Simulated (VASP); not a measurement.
Runs of VASP 6.6.1 on Al3GaIr. The structure is that of space group Pm-3m (No. 221), or close to it. The cells are those of the table. The cell was generated, and may not be a known phase.

```tsv
task	spin	cell	k mesh	cutoff (eV)	gap on the mesh (eV)	pressure (GPa)	relaxed volume (Å³/atom)
relaxation of cell and atoms	off	relaxed from a = 4.113 Å, 5 atoms	4 × 4 × 4	600	none	0.0	21.64
single point	off	a = 4.767 Å, 5 atoms	4 × 4 × 4	520	none	0.0	-
single point	off	a = 4.113 Å, 5 atoms	4 × 4 × 4	520	none	84.5	-
relaxation of cell and atoms	off	relaxed from a = 4.767 Å, 5 atoms	8 × 8 × 8	600	none	-0.1	(a)
single point	collinear	a = 4.767 Å, 5 atoms	4 × 4 × 4	520	none	0.0	-
```

Alike in all rows: level PBE; potentials or basis VASP PAW PBE potentials, release 64 (Al, Ga_d, Ir); smearing gaussian 0.1 eV.

Task: Fill in the values left out.

Result: (a) 21.70.

Caveats: some runs use coarse meshes; spin-orbit coupling is left out, which moves the levels of the heavy elements; the volume moved by over 15 % at a fixed basis, so the end points are rough (at least some runs).

A k mesh can miss the band edges, and the runs leave out spin-orbit coupling on Ga, Ir.

A gap of «none» marks levels without a gap at the run's occupations.
